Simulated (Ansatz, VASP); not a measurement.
## Si: VASP beside Ansatz

```xyz
2
Lattice="-2.3714 2.3714 1.3293 2.3714 -2.3714 1.3293 2.3714 2.3714 -1.3293" Properties=species:S:1:pos:R:3 pbc="T T T"
Si    2.3714    0.0000    0.6646
Si    0.0000    0.0000    1.3293
```

Alike in both runs: task single point; functional PBE; k mesh 12 × 12 × 12; occupations fermi-dirac, width 0.1 eV; no spin polarisation.

|  | VASP | Ansatz |
| --- | --- | --- |
| version | VASP 6.6.1 | Ansatz 0.2.0 |
| potentials or method | VASP PAW PBE potentials, release 64 (Si), cutoff 500 eV | plane waves, PAW |
| valence electrons in the cell | 8 | 8 |

VASP gave:

```
pressure (GPa)                                                : 3.3
traceless stress, the component that is largest in VASP (GPa) : -2.54
```

What did Ansatz give for the same quantities?

Pressure (GPa): 3.4; traceless stress, the component that is largest in VASP (GPa): -2.56.

With one functional, cell and mesh, what is left measures potentials, basis and numerics.
